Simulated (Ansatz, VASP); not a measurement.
CaSe: VASP beside Ansatz

```
Ca Se
1.0
     0.00000    2.97024    2.97024
     2.97024    0.00000    2.97024
     2.97024    2.97024    0.00000
Ca Se
1 1
Cartesian
  4.3633 4.2474 5.3613
  7.3335 7.2177 8.3315
```

Alike in both runs: task single point; functional PBE; k mesh 4 × 4 × 4; occupations gaussian, width 0.1 eV; no spin polarisation.

|  | VASP | Ansatz |
| --- | --- | --- |
| version | VASP 6.6.1 | Ansatz 0.2.0 |
| potentials or method | VASP PAW PBE potentials, release 64 (Ca_sv, Se), cutoff 500 eV | scalar-relativistic, plane waves, PAW |
| valence electrons in the cell | 16 | 26 |

|  | VASP | Ansatz | Ansatz less VASP |
| --- | --- | --- | --- |
| gap on the k mesh at the Fermi level (eV) | 2.04 | 2.05 | +0.010 |
| least direct gap on the mesh (eV) | 2.97 | 2.98 | +0.009 |
| pressure (GPa) | 0.7 | 0.5 | -0.16 |

VASP's potentials hold 16 valence electrons a cell and Ansatz's 26, so a difference there can come from the potentials and not from the codes.

The k mesh is coarse, so the values compare programs but aren't converged.
